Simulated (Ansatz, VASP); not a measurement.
# Ge2Sb2Te: VASP beside Ansatz

```
Ge Sb Te
1.0
     4.11235    0.00000    0.00000
    -2.05617    3.56140    0.00000
     0.00000    0.00000    7.36941
Ge Sb Te
2 2 1
Direct
  0.66667 0.33333 0.80068
  0.33333 0.66667 0.19932
  0.66667 0.33333 0.35374
  0.33333 0.66667 0.64626
  0.00000 0.00000 0.00000
```

Change from the starting cell: species swapped into the Li2MnN2 type (P-3m1, No. 164).

Alike in both runs: task relaxation of cell and atoms; functional PBE; k mesh 6 × 6 × 4; occupations gaussian, width 0.1 eV; no spin polarisation.

```csv
,VASP,Ansatz
version,VASP 6.6.1,Ansatz 0.2.0
potentials or method,"VASP PAW PBE potentials, release 64 (Ge_d, Sb, Te), cutoff 600 eV","scalar-relativistic, plane waves, PAW"
valence electrons in the cell,44,74
```

VASP gave:

* gap on the k mesh at the Fermi level, each at its own relaxed structure (eV): none
* relaxed volume (Å³/atom): 26.55
* relaxed cell length with the largest relative difference (Å): 4.077

Question: Estimate Ansatz's values.

Answer: gap on the k mesh at the Fermi level, each at its own relaxed structure (eV): none; relaxed volume (Å³/atom): 26.66; relaxed cell length with the largest relative difference (Å): 4.092.

A gap of «none» marks a metal or a gap that the smearing closes. VASP's potentials hold 44 valence electrons a cell and Ansatz's 74, so a difference there can come from the potentials and not from the codes.

Neither program's run includes spin-orbit coupling. Noted on VASP's run: the volume moved by over 15 % at a fixed basis, so the end points are rough.
